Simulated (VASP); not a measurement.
# H (Cmce) in VASP: further runs, part 2 of 2

VASP 6.6.1.

### 4 Single point, PBE

This run uses another cell than the first one, of 13.67 Å³/atom, 1.043 times its volume.

INCAR reads:

```
PREC = Accurate
ENCUT = 500
EDIFF = 1E-6
ISMEAR = 0
SIGMA = 0.01
LREAL = F
LASPH = T
NELM = 120
ALGO = Normal
ISIF = 2
LWAVE = F
LCHARG = F
GGA = PE
NBANDS = 10
GGA_COMPAT = F
```

KPOINTS reads:

```
regular mesh
0
Gamma
  5 5 4
```

POSCAR reads:

```
H
1.0
    2.6058735919     -2.5496767518      0.0000000000
    2.6058735919      2.5496767518      0.0000000000
    0.0000000000      0.0000000000      4.1140197262
H
4
Direct
    0.9532956300      0.0467043700      0.0685088900
    0.4532956300      0.5467043700      0.4314911100
    0.5467043700      0.4532956300      0.5685088900
    0.0467043700      0.9532956300      0.9314911100
```

Potentials or basis: VASP PAW PBE potentials, release 64 (H).

Run with:

```console
$ cat potpaw_PBE.64/H/POTCAR > POTCAR
$ mpirun -np 1 vasp_std > vasp.out
```

OUTCAR:

```text
PREC = Accurate
   ENCUT = 500
   EDIFF = 1E-6
   ISMEAR = 0
   LREAL = F
   LASPH = T
   NELM = 120
   ISIF = 2
   GGA = PE

 ion  position               nearest neighbor table
   1  0.953  0.047  0.069-   4 0.74
   2  0.453  0.547  0.431-   3 0.74
   3  0.547  0.453  0.569-   2 0.74
   4  0.047  0.953  0.931-   1 0.74

  LATTYP: Found a base centered orthorhombic cell.
 ALAT       =     5.0993535036
 B/A-ratio  =     1.0220407705
 C/A-ratio  =     0.8067728043

  Lattice vectors:

 A1 = (  -2.6058735919,  -2.5496767518,   0.0000000000)
 A2 = (   2.6058735919,  -2.5496767518,   0.0000000000)
 A3 = (   0.0000000000,   0.0000000000,   4.1140197262)

Analysis of symmetry for initial positions (statically):
=====================================================================
 Subroutine PRICEL returns:
 Original cell was already a primitive cell.

 Routine SETGRP: Setting up the symmetry group for a
 base centered orthorhombic supercell.

 Subroutine GETGRP returns: Found  8 space group operations
[... 174 lines left out ...]
 cond. band min:       0.8553661442   @ k =   0.4000   0.0000   0.5000
 fundamental gap:      9.4143429748
 Fermi energy:        -8.4486688647

 k-point     1 :       0.0000    0.0000    0.0000
  band No.  band energies     occupation
      1     -10.3960      2.00000
      2      -8.5590      2.00000
      3       2.9100      0.00000
      4       4.2109      0.00000
      5       4.7002      0.00000
      6       6.8140      0.00000
      7       7.0906      0.00000
      8       8.5857      0.00000
      9      10.6877      0.00000
     10      11.4952      0.00000
[... 287 lines left out ...]
 k-point    24 :      -0.4000    0.2000    0.5000
  band No.  band energies     occupation
      1      -9.1403      2.00000
      2      -9.1403      2.00000
      3       1.1446      0.00000
      4       1.1446      0.00000
      5       5.5654      0.00000
      6       5.5654      0.00000
      7       8.0083      0.00000
      8       8.0083      0.00000
      9      11.5347      0.00000
     10      11.5347      0.00000

 [... further k-points ...]
[... 5 lines left out ...]
  --------------------------------------------------------------------------------------
  -------------------------------------------------------------------------------------
  Total       -0.0267295      0.2220045      0.3471657      0.0000000     -0.0000000      0.0000000
  in kB       -0.7833684      6.5063527     10.1744867      0.0000000     -0.0000000      0.0000000
  external PRESSURE =       5.2991570 kB  Pullay stress =       0.0000000 kB

 VOLUME and BASIS-vectors are now :
 -----------------------------------------------------------------------------
  energy-cutoff  :      500.00
  volume of cell :       54.67
      direct lattice vectors                 reciprocal lattice vectors
     2.605873592 -2.549676752  0.000000000     0.191874234 -0.196103290  0.000000000
     2.605873592  2.549676752  0.000000000     0.191874234  0.196103290  0.000000000
     0.000000000  0.000000000  4.114019726     0.000000000  0.000000000  0.243071270

 POSITION                                       TOTAL-FORCE (eV/Angst)
 -----------------------------------------------------------------------------------
      2.60587     -2.31151      0.28185         0.000000      0.284932      0.337356
      2.60587      0.23816      1.77516         0.000000      0.284932     -0.337356
      2.60587     -0.23816      2.33886         0.000000     -0.284932      0.337356
      2.60587      2.31151      3.83217         0.000000     -0.284932     -0.337356
 -----------------------------------------------------------------------------------
    total drift:                                0.000000     -0.000000      0.000000

  FREE ENERGIE OF THE ION-ELECTRON SYSTEM (eV)
  ---------------------------------------------------
  free  energy   TOTEN  =       -13.5712112859 eV

  energy  without entropy=      -13.5712112859  energy(sigma->0) =      -13.57121129
```

OSZICAR:

```text
N       E                     dE             d eps       ncg     rms          rms(c)
DAV:   1    -0.108786555116E+02   -0.10879E+02   -0.11152E+03   540   0.252E+02
DAV:   2    -0.147232253916E+02   -0.38446E+01   -0.38218E+01   740   0.380E+01
DAV:   3    -0.147963377025E+02   -0.73112E-01   -0.73068E-01   636   0.419E+00
DAV:   4    -0.147965245887E+02   -0.18689E-03   -0.18688E-03   590   0.259E-01
DAV:   5    -0.147965252709E+02   -0.68225E-06   -0.68226E-06   624   0.160E-02    0.639E+00
DAV:   6    -0.139605744347E+02    0.83595E+00   -0.38240E-01   554   0.222E+00    0.349E+00
DAV:   7    -0.135638408594E+02    0.39673E+00   -0.88516E-01   558   0.351E+00    0.416E-01
DAV:   8    -0.135741820369E+02   -0.10341E-01   -0.18912E-02   572   0.575E-01    0.292E-01
DAV:   9    -0.135711864984E+02    0.29955E-02   -0.57200E-03   564   0.283E-01    0.207E-02
DAV:  10    -0.135712006769E+02   -0.14179E-04   -0.11821E-04   586   0.628E-02    0.673E-03
DAV:  11    -0.135712111007E+02   -0.10424E-04   -0.89496E-06   562   0.215E-02    0.367E-03
DAV:  12    -0.135712112859E+02   -0.18515E-06   -0.21059E-07   558   0.280E-03
   1 F= -.13571211E+02 E0= -.13571211E+02  d E =-.807487E-57
```

stdout:

```text
POSCAR found type information on POSCAR H
 POSCAR found :  1 types and       4 ions
 scaLAPACK will be used
 LDA part: xc-table for (Slater+PW92), standard interpolation
 POSCAR, INCAR and KPOINTS ok, starting setup
 FFT: planning ... GRIDC
 FFT: planning ... GRID_SOFT
 FFT: planning ... GRID
 WAVECAR not read
 entering main loop
```

Wall time 12 s (1 thread of Intel Xeon Platinum 8488C (Sapphire Rapids), shared host); peak memory 0.15 GiB.

Results:

```
Free energy            : -13.5712 eV
Pressure               : 0.5 GPa
Largest force          : 0.442 eV/Å
Band gap on the k mesh : 9.41 eV, indirect (least direct gap 10.07 eV)
```

Forces on the atoms (eV/Å):
```
H    0.000  0.285  0.337
H    0.000  0.285 -0.337
H    0.000 -0.285  0.337
H    0.000 -0.285 -0.337
```

A k mesh can miss the band edges.

### 5 The runs side by side

| cell | gap on the mesh (eV) | pressure (GPa) | largest force (eV/Å) |
| --- | --- | --- | --- |
| a = 3.595, b = 3.595, c = 4.057 Å, angles 90.0, 90.0, 88.8°, 4 atoms | 9.47 | 1.2 | 0.83 |
| a = 3.621, b = 3.621, c = 4.086 Å, angles 90.0, 90.0, 88.8°, 4 atoms | 9.44 | 0.8 | 0.63 |
| a = 3.646, b = 3.646, c = 4.114 Å, angles 90.0, 90.0, 88.8°, 4 atoms | 9.41 | 0.5 | 0.44 |

Alike in all rows: task single point; level PBE; potentials or basis VASP PAW PBE potentials, release 64 (H); no spin polarisation; k mesh 5 × 5 × 4; cutoff (eV) 500; smearing gaussian 0.01 eV.

Total energies depend on the potentials used, so only differences within one code and one set of settings carry meaning.
